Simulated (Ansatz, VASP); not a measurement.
**Two plane-wave programs on Zn2C3**

```
CELL_PARAMETERS angstrom
3.32940 0.00000 0.00000
-1.66470 2.88335 0.00000
0.00000 0.00000 5.18001
ATOMIC_POSITIONS crystal
Zn 0.33333 0.66667 0.24500
Zn 0.66667 0.33333 0.75500
C 0.00000 0.00000 0.00000
C 0.33333 0.66667 0.64500
C 0.66667 0.33333 0.35500
```

Alike in both runs: task single point; functional PBE; k mesh 6 × 6 × 4; occupations gaussian, width 0.1 eV; no spin polarisation.

|  | VASP | Ansatz |
| --- | --- | --- |
| version | VASP 6.6.1 | Ansatz 0.2.0 |
| potentials or method | VASP PAW PBE potentials, release 64 (Zn, C), cutoff 520 eV | scalar-relativistic, plane waves, PAW |
| valence electrons in the cell | 36 | 36 |

Ansatz gave:

| Quantity | Value |
| --- | --- |
| gap on the k mesh at the Fermi level (eV) | none |
| pressure (GPa) | 12.3 |
| traceless stress, the component that is largest in VASP (GPa) | 0.44 |
| rms of the force components (eV/Å) | 0.572 |

Problem. Estimate VASP's values.

Solution. gap on the k mesh at the Fermi level (eV): none; pressure (GPa): 13.3; traceless stress, the component that is largest in VASP (GPa): 0.23; rms of the force components (eV/Å): 0.588.

Atom by atom the forces differ by 0.016 eV/Å (rms over components). A gap of «none» marks a metal or a gap that the smearing closes.

The k mesh is coarse, so the values compare programs but aren't converged.
